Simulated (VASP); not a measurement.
# Ba (Im-3m) in VASP: further runs, part 2 of 2

VASP 6.6.1.

## (5) Single point, LDA

INCAR

```
SYSTEM = Ba
PREC = Accurate
ENCUT = 520
EDIFF = 1E-6
ISMEAR = 0
SIGMA = 0.3
LREAL = .False.
LASPH = .True.
NELM = 100
ALGO = Normal
ISIF = 2
LWAVE = .False.
LCHARG = .True.
LELF = .True.
LVHAR = .True.
NBANDS = 11
```

KPOINTS

```
Automatic mesh
0
Gamma
  9 9 9
  0 0 0
```

POSCAR

```
Ba
1.0
   -2.3789385306      2.3789385306      2.3789385306
    2.3789385306     -2.3789385306      2.3789385306
    2.3789385306      2.3789385306     -2.3789385306
Ba
1
Direct
    0.0000000000      0.0000000000      0.0000000000
```

Potentials or basis: VASP PAW LDA potentials, release 64 (Ba_sv).

Command:

```
$ cat potpaw_LDA.64/Ba_sv/POTCAR > POTCAR
$ mpirun -np 1 vasp_std > vasp.out
```

OUTCAR:

```text
SYSTEM = Ba
   PREC = Accurate
   ENCUT = 520
   EDIFF = 1E-6
   ISMEAR = 0
   LREAL = .False.
   LASPH = .True.
   NELM = 100
   ISIF = 2

 ion  position               nearest neighbor table
   1  0.000  0.000  0.000-

  LATTYP: Found a body centered cubic cell.
 ALAT       =     4.7578770612

  Lattice vectors:

 A1 = (  -2.3789385306,   2.3789385306,   2.3789385306)
 A2 = (   2.3789385306,  -2.3789385306,   2.3789385306)
 A3 = (   2.3789385306,   2.3789385306,  -2.3789385306)

Analysis of symmetry for initial positions (statically):
=====================================================================
 Subroutine PRICEL returns:
 Original cell was already a primitive cell.

 Routine SETGRP: Setting up the symmetry group for a
 body centered cubic supercell.

 Subroutine GETGRP returns: Found 48 space group operations
 (whereof 48 operations were pure point group operations)
 out of a pool of 48 trial point group operations.

The static configuration has the point symmetry O_h .

Analysis of symmetry for dynamics (positions and initial velocities):
=====================================================================
 Subroutine PRICEL returns:
 Original cell was already a primitive cell.

 Routine SETGRP: Setting up the symmetry group for a
 body centered cubic supercell.

 Subroutine GETGRP returns: Found 48 space group operations
 (whereof 48 operations were pure point group operations)
 out of a pool of 48 trial point group operations.

The dynamic configuration has the point symmetry O_h .

 Subroutine INISYM returns: Found 48 space group operations
 (whereof 48 operations are pure point group operations),
 and found     1 'primitive' translations

----------------------------------------------------------------------------------------

                                     Primitive cell

  volume of cell :      53.8530

  direct lattice vectors                    reciprocal lattice vectors
    -2.378938531  2.378938531  2.378938531     0.000000000  0.210177772  0.210177772
[... 106 lines left out ...]
  Fermi-wavevector in a.u.,A,eV,Ry     =   0.933982  1.764969 11.868654  0.872321
  Thomas-Fermi vector in A             =   2.060739
   LORBIT       =      0    0 simple, 1 ext, 2 COOP (PROOUT), +10 PAW based schemes
   GGA     = CA    functional components
   LHFCALC =     F    Hartree Fock is set to
   AEXX    =    0.0000 exact exchange contribution
   IVDW    =     0    specifies the selected vdW correction
   LEPSILON=     F    determine dielectric tensor
   LRPA    =     F    only Hartree local field effects (RPA)
 non-spin polarized calculation
 Gauss-broadening in eV      SIGMA  =   0.30
  energy-cutoff  :      520.00
  volume of cell :       53.85
 maximum number of plane-waves:      1481
   NGX = 15   NGY = 15   NGZ = 15

 number of electron      10.0000000 magnetization

 number of electron       9.9999999 magnetization

 Free energy of the ion-electron system (eV)
  ---------------------------------------------------
  ext. energy  EPLUGINS =         0.00000000
  ---------------------------------------------------
  free energy    TOTEN  =        -2.27655307 eV

  energy without entropy =       -2.22152136  energy(sigma->0) =       -2.24903722

 E-fermi :   2.0076     XC(G=0):  -8.1425

 val. band max:        1.9765874363   @ k =  -0.3333   0.4444   0.2222
 cond. band min:       2.0164624531   @ k =   0.3333   0.3333   0.0000
 fundamental gap:      0.0398750169
 Fermi energy:         2.0075509242

 k-point     1 :       0.0000    0.0000    0.0000
  band No.  band energies     occupation
      1     -26.6004      2.00000
      2     -11.4400      2.00000
      3     -11.4400      2.00000
      4     -11.4400      2.00000
      5      -0.8296      2.00000
      6       3.9049      0.00000
      7       3.9049      0.00000
      8       3.9049      0.00000
      9       5.5947      0.00000
     10       5.5947      0.00000
     11       9.4096      0.00000
[... 309 lines left out ...]
 k-point    24 :      -0.4444   -0.4444    0.1111
  band No.  band energies     occupation
      1     -26.4987      2.00000
      2     -12.1251      2.00000
      3     -11.7999      2.00000
      4     -11.5625      2.00000
      5       1.5711      1.96034
      6       2.8573      0.00006
      7       2.9442      0.00001
      8       4.7111      0.00000
      9       6.6110      0.00000
     10       8.3544      0.00000
     11       8.8327      0.00000

 [... further k-points ...]
[... 5 lines left out ...]
  --------------------------------------------------------------------------------------
  -------------------------------------------------------------------------------------
  Total        0.0300693      0.0300693      0.0300693      0.0000000     -0.0000000      0.0000000
  in kB        0.8945891      0.8945891      0.8945891      0.0000000     -0.0000000      0.0000000
  external PRESSURE =       0.8945891 kB  Pullay stress =       0.0000000 kB

 VOLUME and BASIS-vectors are now :
 -----------------------------------------------------------------------------
  energy-cutoff  :      520.00
  volume of cell :       53.85
      direct lattice vectors                 reciprocal lattice vectors
    -2.378938531  2.378938531  2.378938531     0.000000000  0.210177772  0.210177772
     2.378938531 -2.378938531  2.378938531     0.210177772  0.000000000  0.210177772
     2.378938531  2.378938531 -2.378938531     0.210177772  0.210177772  0.000000000

 POSITION                                       TOTAL-FORCE (eV/Angst)
 -----------------------------------------------------------------------------------
      0.00000      0.00000      0.00000        -0.000000      0.000000     -0.000000
 -----------------------------------------------------------------------------------
    total drift:                                0.000000      0.000000     -0.000000

  FREE ENERGIE OF THE ION-ELECTRON SYSTEM (eV)
  ---------------------------------------------------
  free  energy   TOTEN  =        -2.2765530731 eV

  energy  without entropy=       -2.2215213596  energy(sigma->0) =       -2.24903722
```

OSZICAR:

```text
N       E                     dE             d eps       ncg     rms          rms(c)
DAV:   1     0.496201600241E+02    0.49620E+02   -0.44571E+03   770   0.767E+02
DAV:   2    -0.663963007629E-01   -0.49687E+02   -0.48441E+02   917   0.140E+02
DAV:   3    -0.221786504707E+01   -0.21515E+01   -0.21343E+01   988   0.287E+01
DAV:   4    -0.228622243783E+01   -0.68357E-01   -0.68291E-01   977   0.462E+00
DAV:   5    -0.228825940576E+01   -0.20370E-02   -0.20369E-02  1039   0.611E-01    0.206E+00
DAV:   6    -0.228067055555E+01    0.75889E-02   -0.60538E-03  1070   0.641E-01    0.120E+00
DAV:   7    -0.227650518032E+01    0.41654E-02   -0.86455E-03  1114   0.778E-01    0.621E-02
DAV:   8    -0.227655092014E+01   -0.45740E-04   -0.13055E-04   950   0.662E-02    0.126E-02
DAV:   9    -0.227655331211E+01   -0.23920E-05   -0.60040E-06  1023   0.154E-02    0.200E-03
DAV:  10    -0.227655307308E+01    0.23903E-06   -0.25718E-07   581   0.300E-03
   1 F= -.22765531E+01 E0= -.22490372E+01  d E =-.550317E-01
```

Run time: 11 s. Hardware: 1 thread of Intel Xeon Platinum 8259CL at 2.50GHz (Skylake/Cascade Lake), shared host; peak memory 0.16 GiB.

Results:

| Property | Result |
| --- | --- |
| Free energy | -2.2766 eV |
| Pressure | 0.1 GPa |
| Band gap on the k mesh | zero (band 5 reaches 2.57 eV, above the bottom of band 6 at 1.31 eV) |

Caveat: spin-orbit coupling is left out, which moves the levels of the heavy elements.

## (6) Single point, LDA

INCAR

```
PREC = Accurate ; ENCUT = 520
EDIFF = 1E-6 ; ISMEAR = 0
SIGMA = 0.6 ; LREAL = False
LASPH = True ; NELM = 60
ALGO = Normal ; ISIF = 2
LWAVE = False ; LCHARG = False
GGA = CA ; NBANDS = 11
```

KPOINTS

```
regular mesh
0
Gamma
  9 9 9
```

POSCAR is that of step 5.

Potentials or basis: VASP PAW LDA potentials, release 64 (Ba_sv).

Command:

```
$ cat potpaw_LDA.64/Ba_sv/POTCAR > POTCAR
$ mpirun -np 1 vasp_std > vasp.out
```

It took 9.2 s on 1 thread of Intel Xeon Platinum 8259CL at 2.50GHz (Skylake/Cascade Lake), shared host; peak memory 0.16 GiB.

It converged, with:

```yaml
Free_energy: -2.3721 eV
Pressure: 0.2 GPa
Band_gap_on_the_k_mesh: zero (band 5 reaches 2.58 eV, above the bottom of band 6 at 1.32 eV)
```

Levels at points of the mesh, in eV from the Fermi level:
| k point | band 3 | band 4 | band 5 | band 6 | band 7 | band 8 |
| --- | --- | --- | --- | --- | --- | --- |
| (0.00, 0.00, 0.00) | -13.43 | -13.43 | -2.84 | 1.90 | 1.90 | 1.90 |

Caveat: spin-orbit coupling is left out, which moves the levels of the heavy elements.

## (7) Summary

| smearing | gap on the mesh (eV) | pressure (GPa) |
| --- | --- | --- |
| gaussian 0.03 eV | none | 0.1 |
| gaussian 0.1 eV | none | 0.0 |
| gaussian 0.2 eV | none | 0.1 |
| gaussian 0.3 eV | none | 0.1 |
| gaussian 0.6 eV | none | 0.2 |

Alike in all rows: task single point; level LDA; potentials or basis VASP PAW LDA potentials, release 64 (Ba_sv); no spin polarisation; cell as given; k mesh 9 × 9 × 9; cutoff (eV) 520.

Every run on the cell as given and a fine mesh finds a metal.

Caveats: spin-orbit coupling is left out, which moves the levels of the heavy elements.

Absolute energies hang on the potentials; compare differences alone.
